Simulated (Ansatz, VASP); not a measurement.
**One calculation of Mg4H, two programs**

INCAR

```
ALGO = Normal
DIPOL = 0.5 0.5 0.306
EDIFF = 1E-7
ENCUT = 520
GGA = PE
IDIPOL = 3
ISIF = 2
ISMEAR = 0
LASPH = True
LCHARG = False
LDIPOL = True
LREAL = False
LWAVE = False
NBANDS = 20
NELM = 100
PREC = Accurate
SIGMA = 0.1
```

File KPOINTS:

```
k-points
0
Gamma
  4 5 1
```

POSCAR

```
Mg4H
1.0
    6.4201385733      0.0000000000      0.0000000000
    0.0000000000      5.1379129567      0.0000000000
    0.0000000000      0.0000000000     21.6644777330
Mg H
8 2
Direct
    0.0000000000      0.7500000000      0.1846340378
    0.5000000000      0.7500000000      0.1846340378
    0.2500000000      0.2500000000      0.2274076137
    0.7500000000      0.2500000000      0.2274076137
    0.2500000000      0.7500000000      0.3173234500
    0.7500000000      0.7500000000      0.3173234500
    0.0000000000      0.2500000000      0.3537808678
    0.5000000000      0.2500000000      0.3537808678
    0.6993780397      0.0833333333      0.4484058122
    0.8006219603      0.0833333333      0.4484058122
```

Input for Ansatz:

```yaml
crystal:
  lattice:
    - [6.4201385733, 0.0, 0.0]
    - [0.0, 5.1379129567, 0.0]
    - [0.0, 0.0, 21.664477733]
  atoms:
    - { symbol: Mg, position: [0.0, 0.75, 0.1846340378] }
    - { symbol: Mg, position: [0.5, 0.75, 0.1846340378] }
    - { symbol: Mg, position: [0.25, 0.25, 0.2274076137] }
    - { symbol: Mg, position: [0.75, 0.25, 0.2274076137] }
    - { symbol: Mg, position: [0.25, 0.75, 0.31732345] }
    - { symbol: Mg, position: [0.75, 0.75, 0.31732345] }
    - { symbol: Mg, position: [0.0, 0.25, 0.3537808678] }
    - { symbol: Mg, position: [0.5, 0.25, 0.3537808678] }
    - { symbol: H, position: [0.6993780397, 0.0833333333, 0.4484058122] }
    - { symbol: H, position: [0.8006219603, 0.0833333333, 0.4484058122] }
basis:
  ecutwfc: 420
kpoints:
  mp_grid: { grid: [4, 5, 1] }
hamiltonian:
  xc: pbe
scf:
  occupations: { method: gaussian, width: 0.1 }
output:
  forces: true
  eigenvalues: true
efield:
  axis: 3
  dipole_correction: true
  ramp_width: 0.04
```

Alike in both runs: task single point; functional PBE; k mesh 4 × 5 × 1; occupations gaussian, width 0.1 eV; no spin polarisation.

|  | VASP | Ansatz |
| --- | --- | --- |
| version | VASP 6.6.1 | Ansatz 0.2.0 |
| potentials or method | VASP PAW PBE potentials, release 64 (Mg, H), cutoff 520 eV | scalar-relativistic, plane waves, PAW |
| valence electrons in the cell | 18 | 82 |

|  | VASP | Ansatz | Ansatz less VASP |
| --- | --- | --- | --- |
| gap on the k mesh at the Fermi level (eV) | none | none | - |
| rms of the force components (eV/Å) | 1.310 | 1.300 | -0.0097 |

Atom by atom the forces differ by 0.010 eV/Å (rms over components). A gap of «none» marks a metal or a gap that the smearing closes. With one functional, cell and mesh, what is left measures potentials, basis and numerics. VASP's potentials hold 18 valence electrons a cell and Ansatz's 82, so a difference there can come from the potentials and not from the codes.
